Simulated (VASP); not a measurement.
# WSe2 (P6_3/mmc) in VASP: single point with PBE

Aim: the single point of WSe2 with PBE.

Program: VASP 6.6.1. These are calculated values, not measurements. Logs are shortened: lines on timing, memory, paths and dates and some standing lists are left out, and cuts for length are marked.

## (1) The cell of the first run

It takes space group P6_3/mmc (No. 194, hexagonal). The conventional cell has a = 3.294 Å, b = 3.294 Å, c = 12.874 Å, α = 90.00°, β = 90.00°, γ = 120.00°. Within 3.3 Å of W (site symmetry -6m2) lie 6 Se at 2.51 Å and 6 W at 3.29 Å. Within 3.3 Å of Se (site symmetry 3m) lie 3 W at 2.51 Å and 7 Se at 3.28 to 3.29 Å.

## (2) Single point, PBE

INCAR reads:

```
SYSTEM = WSe2
ALGO = Normal
EDIFF = 1E-6
ENCUT = 520
GGA = PE
ISIF = 2
ISMEAR = -1
LASPH = .TRUE.
LCHARG = .FALSE.
LREAL = .FALSE.
LWAVE = .FALSE.
NBANDS = 35
NELM = 60
PREC = Accurate
SIGMA = 0.1
```

KPOINTS reads:

```
k-points
0
G
  9 9 2
  0 0 0
```

POSCAR reads:

```
WSe2
1.0
    1.6471224100      2.8528986400      0.0000000000
   -1.6471224100      2.8528986400      0.0000000000
    0.0000000000      0.0000000000     12.8742191500
W Se
2 4
Direct
    0.3333300000      0.3333400000      0.2500000000
    0.6666600000      0.6666700000      0.7500000000
    0.3333300000      0.3333400000      0.6225000000
    0.6666600000      0.6666700000      0.1225000000
    0.3333300000      0.3333400000      0.8775000000
    0.6666700000      0.6666700000      0.3775000000
```

Potentials or basis: VASP PAW PBE potentials, release 64 (W_sv, Se).

Run with:

```
cat potpaw_PBE.64/W_sv/POTCAR potpaw_PBE.64/Se/POTCAR > POTCAR
mpirun -np 1 vasp_std > vasp.out
```

OUTCAR:

```text
SYSTEM = WSe2
   EDIFF = 1E-6
   ENCUT = 520
   GGA = PE
   ISIF = 2
   ISMEAR = -1
   LASPH = .TRUE.
   LREAL = .FALSE.
   NELM = 60
   PREC = Accurate

 ion  position               nearest neighbor table
   1  0.333  0.333  0.250-   4 2.51   6 2.51   6 2.51   4 2.51   4 2.51   6 2.51
   2  0.667  0.667  0.750-   3 2.51   5 2.51   3 2.51   5 2.51   3 2.51   5 2.51
   3  0.333  0.333  0.623-   2 2.51   2 2.51   2 2.51
   4  0.667  0.667  0.123-   1 2.51   1 2.51   1 2.51
   5  0.333  0.333  0.877-   2 2.51   2 2.51   2 2.51
   6  0.667  0.667  0.377-   1 2.51   1 2.51   1 2.51

  LATTYP: Found a hexagonal cell.
 ALAT       =     3.2942439017
 C/A-ratio  =     3.9080953124

  Lattice vectors:

 A1 = (   1.6471224100,  -2.8528986400,   0.0000000000)
 A2 = (   1.6471224100,   2.8528986400,   0.0000000000)
 A3 = (   0.0000000000,   0.0000000000,  12.8742191500)

Analysis of symmetry for initial positions (statically):
=====================================================================
 Subroutine PRICEL returns:
 Original cell was already a primitive cell.

 Routine SETGRP: Setting up the symmetry group for a
 hexagonal supercell.

 Subroutine GETGRP returns: Found  1 space group operations
 (whereof  1 operations were pure point group operations)
 out of a pool of 24 trial point group operations.

The static configuration has the point symmetry C_1 .

Analysis of symmetry for dynamics (positions and initial velocities):
=====================================================================
 Subroutine PRICEL returns:
 Original cell was already a primitive cell.

 Routine SETGRP: Setting up the symmetry group for a
 hexagonal supercell.

 Subroutine GETGRP returns: Found  1 space group operations
 (whereof  1 operations were pure point group operations)
 out of a pool of 24 trial point group operations.

The dynamic configuration has the point symmetry C_1 .

 Subroutine INISYM returns: Found  1 space group operations
 (whereof  1 operations are pure point group operations),
 and found     1 'primitive' translations

----------------------------------------------------------------------------------------

                                     Primitive cell

  volume of cell :     120.9938

  direct lattice vectors                    reciprocal lattice vectors
     1.647122410  2.852898640  0.000000000     0.303559709  0.175260345  0.000000000
    -1.647122410  2.852898640  0.000000000    -0.303559709  0.175260345  0.000000000
     0.000000000  0.000000000 12.874219150     0.000000000  0.000000000  0.077674614

  length of vectors
     3.294243902  3.294243902 12.874219150     0.350520592  0.350520592  0.077674614

  position of ions in fractional coordinates (direct lattice)
     0.333330000  0.333340000  0.250000000
     0.666660000  0.666670000  0.750000000
     0.333330000  0.333340000  0.622500000
     0.666660000  0.666670000  0.122500000
     0.333330000  0.333340000  0.877500000
     0.666670000  0.666670000  0.377500000

  ion indices of the primitive-cell ions
   primitive index   ion index
                 1           1
                 2           2
                 3           3
                 4           4
                 5           5
                 6           6

----------------------------------------------------------------------------------------

 KPOINTS: k-points

Automatic generation of k-mesh.
 Grid dimensions read from file:
 generate k-points for:    9    9    2

 Generating k-lattice:

  Cartesian coordinates                     Fractional coordinates (reciprocal lattice)
     0.033728857  0.019473372  0.000000000     0.111111111  0.000000000  0.000000000
    -0.033728857  0.019473372  0.000000000     0.000000000  0.111111111  0.000000000
     0.000000000  0.000000000  0.038837307     0.000000000  0.000000000  0.500000000

  Length of vectors
     0.038946732  0.038946732  0.038837307

  Shift w.r.t. Gamma in fractional coordinates (k-lattice)
     0.000000000  0.000000000  0.000000000

 Subroutine IBZKPT returns following result:
 ===========================================

 Found     82 irreducible k-points:

 Following reciprocal coordinates:
            Coordinates               Weight
  0.000000  0.000000  0.000000      1.000000
  0.111111 -0.000000  0.000000      2.000000
  0.111111  0.111111  0.000000      2.000000
 -0.000000  0.111111  0.000000      2.000000
  0.222222  0.000000  0.000000      2.000000
  0.222222  0.222222  0.000000      2.000000
[... 16 lines left out ...]
  0.444444  0.111111  0.000000      2.000000
  0.333333  0.444444  0.000000      2.000000
 [... further k-points ...]
   k-points           NKPTS =     82   k-points in BZ     NKDIM =     82   number of bands    NBANDS=     35
   number of dos      NEDOS =    301   number of ions     NIONS =      6
   total plane-waves  NPLWV =  75264
   dimension x,y,z NGX =    28 NGY =   28 NGZ =   96
   dimension x,y,z NGXF=    56 NGYF=   56 NGZF=  192
   ions per type =               2   4
   NGX,Y,Z   is equivalent  to a cutoff of  14.13, 14.13, 12.40 a.u.
   NGXF,Y,Z  is equivalent  to a cutoff of  28.26, 28.26, 24.79 a.u.
 SYSTEM =  WSe2
   PREC   = accura    normal or accurate (medium, high low for compatibility)
   ISTART =      0    job   : 0-new  1-cont  2-samecut
   ICHARG =      2    charge: 1-file 2-atom 10-const
   ISPIN  =      1    spin polarized calculation?
   LNONCOLLINEAR =      F non collinear calculations
   LSORBIT =      F    spin-orbit coupling
   LASPH  =      T    aspherical Exc in radial PAW
   ENCUT  =  520.0 eV  38.22 Ry    6.18 a.u.   6.13  6.13 23.94*2*pi/ulx,y,z
   NELM   =     60;   NELMIN=  2; NELMDL= -5     # of ELM steps
   EDIFF  = 0.1E-05   stopping-criterion for ELM
   LREAL  =      F    real-space projection
   EDIFFG = 0.1E-04   stopping-criterion for IOM
   NSW    =      0    number of steps for IOM
   IBRION =     -1    ionic relax: 0-MD 1-quasi-New 2-CG
   NFREE  =      0    steps in history (QN), initial steepest desc. (CG)
   ISIF   =      2    stress and relaxation
   ISYM   =      2    0-nonsym 1-usesym 2-fastsym
   POTIM  = 0.5000    time-step for ionic-motion
   TEBEG  =    0.0;   TEEND  =   0.0 temperature during run
   PSTRESS=    0.0 pullay stress
   NELECT =      52.0000    total number of electrons
   NUPDOWN=      -1.0000    fix difference up-down
   EMIN   =  10.00;   EMAX   =-10.00  energy-range for DOS
   EFERMI =   0.00;   METHOD = LEGACY
   ISMEAR =    -1;   SIGMA  =   0.10  broadening in eV -4-tet -1-fermi 0-gaus
   EFERMI_NEDOS =   21; number of points for ismear=-14 and -15
   IALGO  =     38    algorithm
   IMIX   =      4    mixing-type and parameters
     AMIX     =   0.40;   BMIX     =  1.00
     AMIX_MAG =   1.60;   BMIX_MAG =  1.00
  volume/ion in A,a.u.               =      20.17       136.08
  Fermi-wavevector in a.u.,A,eV,Ry     =   1.235440  2.334643 20.766727  1.526311
  Thomas-Fermi vector in A             =   2.370089
   LORBIT       =      0    0 simple, 1 ext, 2 COOP (PROOUT), +10 PAW based schemes
   GGA     = PE    functional components
   LHFCALC =     F    Hartree Fock is set to
   AEXX    =    0.0000 exact exchange contribution
   IVDW    =     0    specifies the selected vdW correction
   LEPSILON=     F    determine dielectric tensor
   LRPA    =     F    only Hartree local field effects (RPA)
 non-spin polarized calculation
  energy-cutoff  :      520.00
  volume of cell :      120.99
 maximum number of plane-waves:      3318
 NGX is ok and might be reduce to    28
   NGX = 13   NGY = 13   NGZ = 47

 number of electron      51.9999999 magnetization

 Free energy of the ion-electron system (eV)
  ---------------------------------------------------
  ext. energy  EPLUGINS =         0.00000000
  ---------------------------------------------------
  free energy    TOTEN  =       -43.05854690 eV

  energy without entropy =      -43.05798655  energy(sigma->0) =      -43.05826673

 E-fermi :   6.8259     XC(G=0): -10.7568

 val. band max:        6.4266542803   @ k =   0.0000   0.0000   0.0000
 cond. band min:       7.4805179750   @ k =  -0.1111   0.2222   0.0000
 fundamental gap:      1.0538636947
 Fermi energy:         6.8259496224

 k-point     1 :       0.0000    0.0000    0.0000
  band No.  band energies     occupation
      1     -67.9876      2.00000
      2     -67.9875      2.00000
      3     -32.2422      2.00000
      4     -32.2421      2.00000
      5     -32.1305      2.00000
      6     -32.1305      2.00000
[... 27 lines left out ...]
     34       9.3398      0.00000
     35      10.8121      0.00000

 k-point     2 :       0.1111   -0.0000    0.0000
  band No.  band energies     occupation
      1     -67.9864      2.00000
      2     -67.9863      2.00000
      3     -32.2368      2.00000
      4     -32.2367      2.00000
      5     -32.1584      2.00000
      6     -32.1583      2.00000
[... 27 lines left out ...]
     34       9.3713      0.00000
     35      11.7876      0.00000

 k-point     3 :       0.1111    0.1111    0.0000
  band No.  band energies     occupation
      1     -67.9864      2.00000
      2     -67.9863      2.00000
      3     -32.2368      2.00000
      4     -32.2367      2.00000
      5     -32.1584      2.00000
      6     -32.1583      2.00000
[... 27 lines left out ...]
     34       9.3713      0.00000
     35      11.7875      0.00000

 k-point     4 :      -0.0000    0.1111    0.0000
  band No.  band energies     occupation
      1     -67.9864      2.00000
      2     -67.9863      2.00000
      3     -32.2368      2.00000
      4     -32.2367      2.00000
      5     -32.1584      2.00000
      6     -32.1583      2.00000
[... 27 lines left out ...]
     34       9.3714      0.00000
     35      11.7875      0.00000

 k-point     5 :       0.2222    0.0000    0.0000
  band No.  band energies     occupation
      1     -67.9834      2.00000
      2     -67.9832      2.00000
      3     -32.2282      2.00000
      4     -32.2281      2.00000
      5     -32.2231      2.00000
      6     -32.2230      2.00000
[... 638 lines left out ...]
 k-point    22 :      -0.3333   -0.2222    0.0000
  band No.  band energies     occupation
      1     -67.9810      2.00000
      2     -67.9809      2.00000
      3     -32.2730      2.00000
      4     -32.2729      2.00000
      5     -32.2126      2.00000
      6     -32.2125      2.00000
[... 27 lines left out ...]
     34      10.7306      0.00000
     35      12.9341      0.00000

 k-point    23 :       0.4444    0.1111    0.0000
  band No.  band energies     occupation
      1     -67.9782      2.00000
      2     -67.9781      2.00000
      3     -32.3321      2.00000
      4     -32.3320      2.00000
      5     -32.1997      2.00000
      6     -32.1995      2.00000
[... 27 lines left out ...]
     34      10.9877      0.00000
     35      11.2979      0.00000

 k-point    24 :       0.3333    0.4444    0.0000
  band No.  band energies     occupation
      1     -67.9782      2.00000
      2     -67.9781      2.00000
      3     -32.3321      2.00000
      4     -32.3320      2.00000
      5     -32.1997      2.00000
      6     -32.1995      2.00000
[... 27 lines left out ...]
     34      10.9877      0.00000
     35      11.2979      0.00000

 [... further k-points ...]

------------------------ aborting loop because EDIFF is reached ----------------------------------------

  FORCE on cell =-STRESS in cart. coord.  units (eV):
  Direction    XX          YY          ZZ          XY          YZ          ZX
  --------------------------------------------------------------------------------------
  -------------------------------------------------------------------------------------
  Total        3.9646425      3.9651114      7.2349535      0.0000847     -0.0004151     -0.0002455
  in kB       52.4990577     52.5052659     95.8039055      0.0011217     -0.0054972     -0.0032510
  external PRESSURE =      66.9360764 kB  Pullay stress =       0.0000000 kB

 VOLUME and BASIS-vectors are now :
 -----------------------------------------------------------------------------
  energy-cutoff  :      520.00
  volume of cell :      120.99
      direct lattice vectors                 reciprocal lattice vectors
     1.647122410  2.852898640  0.000000000     0.303559709  0.175260345  0.000000000
    -1.647122410  2.852898640  0.000000000    -0.303559709  0.175260345  0.000000000
     0.000000000  0.000000000 12.874219150     0.000000000  0.000000000  0.077674614

 POSITION                                       TOTAL-FORCE (eV/Angst)
 -----------------------------------------------------------------------------------
     -0.00002      1.90194      3.21855         0.000164     -0.000100     -0.000001
     -0.00002      3.80386      9.65566        -0.000000      0.000388      0.000000
     -0.00002      1.90194      8.01420         0.000001     -0.000190     -0.776655
     -0.00002      3.80386      1.57709        -0.000004      0.000185     -0.776759
     -0.00002      1.90194     11.29713        -0.000001     -0.000195      0.776656
      0.00000      3.80388      4.86002        -0.000160     -0.000088      0.776758
 -----------------------------------------------------------------------------------
    total drift:                                0.000005      0.000001      0.000001

  FREE ENERGIE OF THE ION-ELECTRON SYSTEM (eV)
  ---------------------------------------------------
  free  energy   TOTEN  =       -43.0585469033 eV

  energy  without entropy=      -43.0579865480  energy(sigma->0) =      -43.05826673
```

It took 5.9 min on 1 thread of AMD EPYC 7R43 (Zen 3), shared host; peak memory 0.42 GiB.

Results:

```
Free energy            : -43.0585 eV
Pressure               : 6.7 GPa
Largest force          : 0.777 eV/Å
Band gap on the k mesh : 1.05 eV (least direct gap 1.45 eV)
```

Forces on the atoms (eV/Å):
```
W    0.000  0.000  0.000
W    0.000  0.000  0.000
Se   0.000  0.000 -0.777
Se   0.000  0.000 -0.777
Se   0.000  0.000  0.777
Se   0.000  0.000  0.777
```

Stress tensor (GPa, compression positive):
```
5.25 0.00 0.00
0.00 5.25 0.00
0.00 0.00 9.58
```

Levels at points of the mesh, in eV from the valence-band top:
```csv
k point,band 22,band 23,band 24,band 25,band 26,band 27,band 28,band 29,band 30,band 31
"(0.00, 0.00, 0.00)",-1.74,-1.74,-1.11,-1.08,0.00,2.54,2.54,2.59,2.59,2.70
"(0.00, 0.00, 0.50)",-1.77,-1.77,-1.77,-0.22,-0.22,2.55,2.55,2.55,2.55,2.82
```

Caveat: the cell stands under pressure; spin-orbit coupling is left out, which moves the levels of the heavy elements; an odd mesh through Γ misses points on the zone boundary, where band edges can lie; this functional lacks dispersion, which binds the layers, so the pressure and a relaxed spacing across them are unreliable.
